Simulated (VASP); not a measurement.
Write the native input for VASP 6.6.1 that does the following.

| Item | Value |
| --- | --- |
| Task | single point |
| Functional | PBE |
| Potentials or basis | VASP PAW PBE potentials, release 64 (Li_sv, Nb_sv, O, Sr_sv) |
| Cutoff | 650 eV |
| k mesh | 1 × 1 × 1, shifted |
| Occupations | gaussian, width 0.01 eV |
| Spin | collinear spin |
| Fixed moment | 1 μB |
| Dipole correction | no |
| Further INCAR settings | LREAL = Auto; ALGO = Normal; EDIFF = 1e-06; NBANDS = 160; ISYM = -1 |

The structure of SrLi8Nb7O23 (a cell with a defect) lies in POSCAR:

```
SrLi8Nb7O23
1.0
    2.5949501400      1.4981951600      4.6722232500
   -5.1899002700      2.9963903200      9.3444465000
    0.0000000000     -5.9927806400      9.3444465000
Li Nb O Sr
8 7 23 1
Direct
    0.7128731884      0.3547215312      0.3669819340
    0.1821258183      0.1241523190      0.1324723000
    0.6903968609      0.3602156043      0.8751206057
    0.2300246772      0.1084119905      0.6121352428
    0.7156269746      0.8477817217      0.3749698452
    0.2140216938      0.6080592884      0.1139492567
    0.7880223879      0.8189469320      0.8507299342
    0.2022772209      0.6171720898      0.6028395679
    0.9689972390      0.4990825201      0.4980351645
    0.5018402273      0.2458630718      0.2529311486
    0.9927648652      0.4960653495      1.0124571429
    0.9950746826      1.0100172862      0.5018935282
    0.4914649328      0.7477170490      0.2545124123
    0.9776889051      0.9914884180      1.0159961712
    0.5034784979      0.7448339085      0.7617374968
    0.2782159054      0.3169636048      0.4492085900
    0.6350872444      0.4428322921      0.1438969492
    0.8744873840      0.1402182620      0.3246370703
    0.4247546866      0.0590473266      0.3760597061
    0.8043528743      0.1940438432      0.0690554478
    0.1340687073      0.3885638115      0.2052441656
    0.2882444227      0.3172400659      0.9680278707
    0.6106559214      0.4608984097      0.6116348919
    1.0479912813      0.1393276148      0.8137512193
    0.8506637947      0.1826891607      0.5468408142
    0.0276775571      0.4331485307      0.6910360310
    0.2947313093      0.8294718545      0.4241867701
    0.6058959862      0.9760207378      0.0836163557
    0.8792068560      0.6593971946      0.3067230484
    0.3808484160      0.5757168327      0.3790682164
    0.7802818611      0.6948264578      0.0693352437
    0.1271048341      0.8948949305      0.1872312476
    0.2856543854      0.8187855144      0.9481361235
    0.6548963523      0.9379701589      0.6483993813
    0.9003933955      0.6329372628      0.8237273590
    0.3864240251      0.5709891197      0.8982710745
    0.7809977744      0.6919615505      0.5741747944
    0.1572109151      0.8835670603      0.6968342434
    0.4602247583      0.2305845076      0.7712780246
```

One way to write it, as run:

INCAR

```
SYSTEM = SrLi8Nb7O23
PREC = Accurate
ENCUT = 650
EDIFF = 1E-6
ISMEAR = 0
SIGMA = 0.01
LREAL = Auto
LASPH = .TRUE.
NELM = 200
ALGO = Normal
ISIF = 2
LWAVE = .FALSE.
LCHARG = .TRUE.
ISPIN = 2
MAGMOM = 0 0 0 0 0 0 0 0 -0.01 0 0 0 0 0 0 0.02 0 0 0 0.01 0 0 0 0.07 0.01 0.56 0 0 0 0 0 0 0.01 0.01 0 0 0.27 0.02 0
LORBIT = 11
NUPDOWN = 1.0
LMAXMIX = 4
GGA = PE
LELF = .TRUE.
LVHAR = .TRUE.
NBANDS = 160
GGA_COMPAT = .FALSE.
ISYM = -1
```

KPOINTS

```
explicit points
1
Reciprocal
  0.25000000   0.25000000   0.25000000 1
```

Potentials or basis: VASP PAW PBE potentials, release 64 (Li_sv, Nb_sv, O, Sr_sv).

Command:

```bash
$ cat potpaw_PBE.64/Li_sv/POTCAR potpaw_PBE.64/Nb_sv/POTCAR potpaw_PBE.64/O/POTCAR potpaw_PBE.64/Sr_sv/POTCAR > POTCAR
$ mpirun -np 1 vasp_std > vasp.out
```

It gave:

The pressure is 2.3 GPa and the largest force is 0.074 eV/Å. The net moment is 1.00 μB per cell. The site moments are Li -0.00, +0.00 (each value once); Nb -0.02, -0.00, +0.00, -0.01 (each value once); O +0.02, +0.00, +0.01, +0.06, +0.49, -0.00, +0.23 (each value once); Sr +0.01 μB. The valence electrons inside the program's atomic spheres are Li 2.06, 2.08, 2.07 (each value once); Nb 10.52, 10.43, 10.48, 10.47, 10.45, 10.61 (each value once); O 5.06, 5.07, 5.10, 5.05, 5.01, 5.08, 4.95 (each value once); Sr 8.07.

Caveat: the total moment is fixed, so each spin has its own Fermi level and the state may be an excited one.

Run time: 16 min on 1 thread of Intel(R) Xeon(R) Platinum 8375C CPU @ 2.90GHz (Ice Lake), with other jobs on the host, peak memory 1.3 GiB.
